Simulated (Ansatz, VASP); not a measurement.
## Two plane-wave programs on Mg

```
Mg
1.0
     0.00000    2.13997    2.13997
     2.13997    0.00000    2.13997
     2.13997    2.13997    0.00000
Mg
1
Direct
  0.00000 0.00000 0.00000
```

Alike in both runs: task single point; functional LDA; k mesh 16 × 16 × 16; occupations fermi-dirac, width 0.05 eV; no spin polarisation.

|  | VASP | Ansatz |
| --- | --- | --- |
| version | VASP 6.6.1 | Ansatz 0.2.0 |
| potentials or method | VASP PAW LDA potentials, release 64 (Mg) | PAW with other files of Ansatz's library (level accurate), scalar-relativistic |
| plane-wave cutoff (eV) | 520 | 760 |
| valence electrons in the cell | 2 | 10 |

|  | VASP | Ansatz | Ansatz less VASP |
| --- | --- | --- | --- |
| pressure (GPa) | 4.7 | 5.1 | +0.36 |

LDA's correlation is that of Perdew and Zunger in VASP and of Perdew and Wang (1992) in Ansatz. VASP's potentials hold 2 valence electrons a cell and Ansatz's 10, so a difference there can come from the potentials and not from the codes.
